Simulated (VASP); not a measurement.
The system is Pt.

```xyz
1
Lattice="-1.5842 1.5842 1.5842 1.5842 -1.5842 1.5842 1.5842 1.5842 -1.5842" Properties=species:S:1:pos:R:3 pbc="T T T"
Pt    0.0000    0.0000    0.0000
```

Base run:

- Program: VASP 6.6.1
- Functional: LDA
- Potentials or basis: VASP PAW LDA potentials, release 64 (Pt)
- Cutoff: 520 eV
- k mesh: 8 × 8 × 8
- Occupations: fermi-dirac, width 0.1 eV
- Spin: no spin polarisation

Its results: band gap on the k mesh zero (band 5 reaches 10.91 eV, above the bottom of band 6 at 8.99 eV); pressure -13.8 GPa.

The run is repeated on the same cell with these changes: k mesh from 8 × 8 × 8 to 12 × 12 × 12. What comes out?

Band gap on the k mesh zero (band 5 reaches 10.93 eV, above the bottom of band 6 at 8.82 eV); pressure -15.4 GPa.

Caveats: spin-orbit coupling is left out, which moves the levels of the heavy elements.
